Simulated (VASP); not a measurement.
# Sn3GeSe (Pm-3m) in VASP: a series of runs

Runs on Sn3GeSe. Level: PBE. Tasks: single point.

Program: VASP 6.6.1. These are calculated values, not measurements. Logs are shortened: lines on timing, memory, paths and dates and some standing lists are left out, and cuts for length are marked.

### 1 The cell of the first run

The structure is cubic, space group Pm-3m (No. 221). Conventional cell: a = 5.319 Å, b = 5.319 Å, c = 5.319 Å, α = 90.00°, β = 90.00°, γ = 90.00°. Sn (site symmetry 4/mmm) has 2 Ge at 2.66 Å within 3.5 Å. Within 3.5 Å of Ge (site symmetry m-3m) lie 6 Sn at 2.66 Å. Se (site symmetry m-3m) has 12 Sn at 3.76 Å and 8 Ge at 4.61 Å within 4.9 Å.

### 2 Single point, PBE

The input, INCAR:

```
SYSTEM = Sn3GeSe
  PREC = Accurate
  ENCUT = 520
  EDIFF = 1E-6
  ISMEAR = 0
  SIGMA = 0.1
  LREAL = .FALSE.
  LASPH = .TRUE.
  NELM = 100
  ALGO = Normal
  ISIF = 2
  LWAVE = .FALSE.
  LCHARG = .TRUE.
  GGA = PE
  LELF = .TRUE.
  LVHAR = .TRUE.
  NBANDS = 39
```

The input, KPOINTS:

```
Automatic mesh
0
G
  4 4 4
  0 0 0
```

The input, POSCAR:

```
Sn3GeSe
1.0
    5.3192437400      0.0000000000      0.0000000000
    0.0000000000      5.3192437400      0.0000000000
    0.0000000000      0.0000000000      5.3192437400
Sn Ge Se
3 1 1
Direct
    0.5000000000      0.0000000000      0.0000000000
    0.0000000000      0.5000000000      0.0000000000
    0.0000000000      0.0000000000      0.5000000000
    0.0000000000      0.0000000000      0.0000000000
    0.5000000000      0.5000000000      0.5000000000
```

Potentials or basis: VASP PAW PBE potentials, release 64 (Sn_d, Ge_d, Se).

Run with:

```
> cat potpaw_PBE.64/Sn_d/POTCAR potpaw_PBE.64/Ge_d/POTCAR potpaw_PBE.64/Se/POTCAR > POTCAR
> mpirun -np 1 vasp_std > vasp.out
```

OUTCAR:

```text
SYSTEM = Sn3GeSe
   PREC = Accurate
   ENCUT = 520
   EDIFF = 1E-6
   ISMEAR = 0
   LREAL = .FALSE.
   LASPH = .TRUE.
   NELM = 100
   ISIF = 2
   GGA = PE

 ion  position               nearest neighbor table
   1  0.500  0.000  0.000-   4 2.66   4 2.66
   2  0.000  0.500  0.000-   4 2.66   4 2.66
   3  0.000  0.000  0.500-   4 2.66   4 2.66
   4  0.000  0.000  0.000-   1 2.66   2 2.66   3 2.66   3 2.66   2 2.66   1 2.66
   5  0.500  0.500  0.500-

  LATTYP: Found a simple cubic cell.
 ALAT       =     5.3192437400

  Lattice vectors:

 A1 = (   5.3192437400,   0.0000000000,   0.0000000000)
 A2 = (   0.0000000000,   5.3192437400,   0.0000000000)
 A3 = (   0.0000000000,   0.0000000000,   5.3192437400)

Analysis of symmetry for initial positions (statically):
=====================================================================
 Subroutine PRICEL returns:
 Original cell was already a primitive cell.

 Routine SETGRP: Setting up the symmetry group for a
 simple cubic supercell.

 Subroutine GETGRP returns: Found 48 space group operations
 (whereof 48 operations were pure point group operations)
 out of a pool of 48 trial point group operations.

The static configuration has the point symmetry O_h .

Analysis of symmetry for dynamics (positions and initial velocities):
=====================================================================
 Subroutine PRICEL returns:
 Original cell was already a primitive cell.

 Routine SETGRP: Setting up the symmetry group for a
 simple cubic supercell.

 Subroutine GETGRP returns: Found 48 space group operations
 (whereof 48 operations were pure point group operations)
 out of a pool of 48 trial point group operations.

The dynamic configuration has the point symmetry O_h .

 Subroutine INISYM returns: Found 48 space group operations
 (whereof 48 operations are pure point group operations),
 and found     1 'primitive' translations

----------------------------------------------------------------------------------------

                                     Primitive cell

  volume of cell :     150.5046

  direct lattice vectors                    reciprocal lattice vectors
     5.319243740  0.000000000  0.000000000     0.187996649  0.000000000  0.000000000
     0.000000000  5.319243740  0.000000000     0.000000000  0.187996649  0.000000000
     0.000000000  0.000000000  5.319243740     0.000000000  0.000000000  0.187996649

  length of vectors
     5.319243740  5.319243740  5.319243740     0.187996649  0.187996649  0.187996649

  position of ions in fractional coordinates (direct lattice)
     0.500000000  0.000000000  0.000000000
     0.000000000  0.500000000  0.000000000
     0.000000000  0.000000000  0.500000000
     0.000000000  0.000000000  0.000000000
     0.500000000  0.500000000  0.500000000

  ion indices of the primitive-cell ions
   primitive index   ion index
                 1           1
                 2           2
                 3           3
                 4           4
                 5           5

----------------------------------------------------------------------------------------

 KPOINTS: Automatic mesh

Automatic generation of k-mesh.
 Grid dimensions read from file:
 generate k-points for:    4    4    4

 Generating k-lattice:

  Cartesian coordinates                     Fractional coordinates (reciprocal lattice)
     0.046999162  0.000000000  0.000000000     0.250000000  0.000000000  0.000000000
     0.000000000  0.046999162  0.000000000     0.000000000  0.250000000  0.000000000
     0.000000000  0.000000000  0.046999162     0.000000000  0.000000000  0.250000000

  Length of vectors
     0.046999162  0.046999162  0.046999162

  Shift w.r.t. Gamma in fractional coordinates (k-lattice)
     0.000000000  0.000000000  0.000000000

 Subroutine IBZKPT returns following result:
 ===========================================

 Found     10 irreducible k-points:

 Following reciprocal coordinates:
            Coordinates               Weight
  0.000000  0.000000  0.000000      1.000000
  0.250000  0.000000  0.000000      6.000000
  0.500000  0.000000  0.000000      3.000000
  0.250000  0.250000  0.000000     12.000000
  0.500000  0.250000  0.000000     12.000000
  0.500000  0.500000  0.000000      3.000000
  0.250000  0.250000  0.250000      8.000000
  0.500000  0.250000  0.250000     12.000000
  0.500000  0.500000  0.250000      6.000000
  0.500000  0.500000  0.500000      1.000000
   k-points           NKPTS =     10   k-points in BZ     NKDIM =     10   number of bands    NBANDS=     39
   number of dos      NEDOS =    301   number of ions     NIONS =      5
   total plane-waves  NPLWV =  64000
   dimension x,y,z NGX =    40 NGY =   40 NGZ =   40
   dimension x,y,z NGXF=    80 NGYF=   80 NGZF=   80
   ions per type =               3   1   1
   NGX,Y,Z   is equivalent  to a cutoff of  12.50, 12.50, 12.50 a.u.
   NGXF,Y,Z  is equivalent  to a cutoff of  25.00, 25.00, 25.00 a.u.
 SYSTEM =  Sn3GeSe
   PREC   = accura    normal or accurate (medium, high low for compatibility)
   ISTART =      0    job   : 0-new  1-cont  2-samecut
   ICHARG =      2    charge: 1-file 2-atom 10-const
   ISPIN  =      1    spin polarized calculation?
   LNONCOLLINEAR =      F non collinear calculations
   LSORBIT =      F    spin-orbit coupling
   LASPH  =      T    aspherical Exc in radial PAW
   ENCUT  =  520.0 eV  38.22 Ry    6.18 a.u.   9.89  9.89  9.89*2*pi/ulx,y,z
   NELM   =    100;   NELMIN=  2; NELMDL= -5     # of ELM steps
   EDIFF  = 0.1E-05   stopping-criterion for ELM
   LREAL  =      F    real-space projection
   EDIFFG = 0.1E-04   stopping-criterion for IOM
   NSW    =      0    number of steps for IOM
   IBRION =     -1    ionic relax: 0-MD 1-quasi-New 2-CG
   NFREE  =      0    steps in history (QN), initial steepest desc. (CG)
   ISIF   =      2    stress and relaxation
   ISYM   =      2    0-nonsym 1-usesym 2-fastsym
   POTIM  = 0.5000    time-step for ionic-motion
   TEBEG  =    0.0;   TEEND  =   0.0 temperature during run
   PSTRESS=    0.0 pullay stress
   NELECT =      62.0000    total number of electrons
   NUPDOWN=      -1.0000    fix difference up-down
   EMIN   =  10.00;   EMAX   =-10.00  energy-range for DOS
   EFERMI =   0.00;   METHOD = LEGACY
   ISMEAR =     0;   SIGMA  =   0.10  broadening in eV -4-tet -1-fermi 0-gaus
   EFERMI_NEDOS =   21; number of points for ismear=-14 and -15
   IALGO  =     38    algorithm
   IMIX   =      4    mixing-type and parameters
     AMIX     =   0.40;   BMIX     =  1.00
     AMIX_MAG =   1.60;   BMIX_MAG =  1.00
  volume/ion in A,a.u.               =      30.10       203.13
  Fermi-wavevector in a.u.,A,eV,Ry     =   1.218117  2.301906 20.188432  1.483808
  Thomas-Fermi vector in A             =   2.353414
   LORBIT       =      0    0 simple, 1 ext, 2 COOP (PROOUT), +10 PAW based schemes
   GGA     = PE    functional components
   LHFCALC =     F    Hartree Fock is set to
   AEXX    =    0.0000 exact exchange contribution
   IVDW    =     0    specifies the selected vdW correction
   LEPSILON=     F    determine dielectric tensor
   LRPA    =     F    only Hartree local field effects (RPA)
 non-spin polarized calculation
 Gauss-broadening in eV      SIGMA  =   0.10
  energy-cutoff  :      520.00
  volume of cell :      150.50
 maximum number of plane-waves:      4076
 NGX is ok and might be reduce to    40
   NGX = 19   NGY = 19   NGZ = 19

 number of electron      62.0000032 magnetization

 Free energy of the ion-electron system (eV)
  ---------------------------------------------------
  ext. energy  EPLUGINS =         0.00000000
  ---------------------------------------------------
  free energy    TOTEN  =       -17.50860641 eV

  energy without entropy =      -17.49695564  energy(sigma->0) =      -17.50278102

 E-fermi :   5.2740     XC(G=0):  -9.3480

 val. band max:        5.2375778674   @ k =   0.2500   0.2500   0.0000
 cond. band min:       5.3384425456   @ k =   0.5000   0.0000   0.0000
 fundamental gap:      0.1008646782
 Fermi energy:         5.2740310688

 k-point     1 :       0.0000    0.0000    0.0000
  band No.  band energies     occupation
      1     -19.5492      2.00000
      2     -19.5492      2.00000
      3     -19.4891      2.00000
      4     -19.4891      2.00000
      5     -19.4891      2.00000
      6     -16.7545      2.00000
[... 31 lines left out ...]
     38       9.6909      0.00000
     39       9.6909      0.00000

 k-point     2 :       0.2500    0.0000    0.0000
  band No.  band energies     occupation
      1     -19.5492      2.00000
      2     -19.5395      2.00000
      3     -19.4891      2.00000
      4     -19.4878      2.00000
      5     -19.4878      2.00000
      6     -16.7395      2.00000
[... 31 lines left out ...]
     38       9.9379      0.00000
     39      10.6968      0.00000

 k-point     3 :       0.5000    0.0000    0.0000
  band No.  band energies     occupation
      1     -19.5492      2.00000
      2     -19.5296      2.00000
      3     -19.4891      2.00000
      4     -19.4865      2.00000
      5     -19.4865      2.00000
      6     -16.7236      2.00000
[... 31 lines left out ...]
     38       8.0779      0.00000
     39      10.3655      0.00000

 k-point     4 :       0.2500    0.2500    0.0000
  band No.  band energies     occupation
      1     -19.5443      2.00000
      2     -19.5345      2.00000
      3     -19.4878      2.00000
      4     -19.4878      2.00000
      5     -19.4865      2.00000
      6     -16.7281      2.00000
[... 31 lines left out ...]
     38      10.6768      0.00000
     39      11.2898      0.00000
[... 166 lines left out ...]
     38       8.5369      0.00000
     39      11.8196      0.00000

 k-point     9 :       0.5000    0.5000    0.2500
  band No.  band energies     occupation
      1     -19.5295      2.00000
      2     -19.5194      2.00000
      3     -19.4852      2.00000
      4     -19.4852      2.00000
      5     -19.4839      2.00000
      6     -16.7168      2.00000
[... 31 lines left out ...]
     38       8.4903      0.00000
     39       8.9933      0.00000

 k-point    10 :       0.5000    0.5000    0.5000
  band No.  band energies     occupation
      1     -19.5194      2.00000
      2     -19.5194      2.00000
      3     -19.4839      2.00000
      4     -19.4839      2.00000
      5     -19.4839      2.00000
      6     -16.7197      2.00000
[... 31 lines left out ...]
     38       9.0930      0.00000
     39       9.0936      0.00000

------------------------ aborting loop because EDIFF is reached ----------------------------------------

  FORCE on cell =-STRESS in cart. coord.  units (eV):
  Direction    XX          YY          ZZ          XY          YZ          ZX
  --------------------------------------------------------------------------------------
  -------------------------------------------------------------------------------------
  Total        1.6816894      1.6816894      1.6816894      0.0000000     -0.0000000      0.0000000
  in kB       17.9022121     17.9022121     17.9022121      0.0000000     -0.0000000      0.0000000
  external PRESSURE =      17.9022121 kB  Pullay stress =       0.0000000 kB

 VOLUME and BASIS-vectors are now :
 -----------------------------------------------------------------------------
  energy-cutoff  :      520.00
  volume of cell :      150.50
      direct lattice vectors                 reciprocal lattice vectors
     5.319243740  0.000000000  0.000000000     0.187996649  0.000000000  0.000000000
     0.000000000  5.319243740  0.000000000     0.000000000  0.187996649  0.000000000
     0.000000000  0.000000000  5.319243740     0.000000000  0.000000000  0.187996649

 POSITION                                       TOTAL-FORCE (eV/Angst)
 -----------------------------------------------------------------------------------
      2.65962      0.00000      0.00000         0.000000      0.000000      0.000000
      0.00000      2.65962      0.00000         0.000000      0.000000      0.000000
      0.00000      0.00000      2.65962         0.000000      0.000000      0.000000
      0.00000      0.00000      0.00000         0.000000      0.000000      0.000000
      2.65962      2.65962      2.65962         0.000000      0.000000      0.000000
 -----------------------------------------------------------------------------------
    total drift:                               -0.000000      0.000000     -0.000000

  FREE ENERGIE OF THE ION-ELECTRON SYSTEM (eV)
  ---------------------------------------------------
  free  energy   TOTEN  =       -17.5086064075 eV

  energy  without entropy=      -17.4969556388  energy(sigma->0) =      -17.50278102
```

It took 44 s on 1 thread of Oxide Virtual Turin-like, shared host; peak memory 0.23 GiB.

What came out:

- Free energy: -17.5086 eV
- Pressure: 1.8 GPa
- Band gap on the k mesh: zero (band 31 reaches 6.04 eV, above the bottom of band 32 at 5.06 eV)

Levels at points of the mesh, in eV from the Fermi level:
```
           k point  band 28  band 29  band 30  band 31  band 32  band 33  band 34  band 35
(0.00, 0.00, 0.00)    -3.58    -1.77    -1.77    -1.77     1.33     1.33     1.33     2.82
(0.50, 0.00, 0.00)    -2.33    -2.33    -1.06     0.06     0.41     1.00     1.00     1.39
(0.50, 0.50, 0.00)    -2.15    -2.15    -1.82    -0.21    -0.21     1.29     1.29     2.02
(0.50, 0.50, 0.50)    -3.75     0.77     0.77     0.77     2.11     2.11     2.59     2.59
```

Caveat: spin-orbit coupling is left out, which moves the levels of the heavy elements.

(Continued in part 2 of 2.)
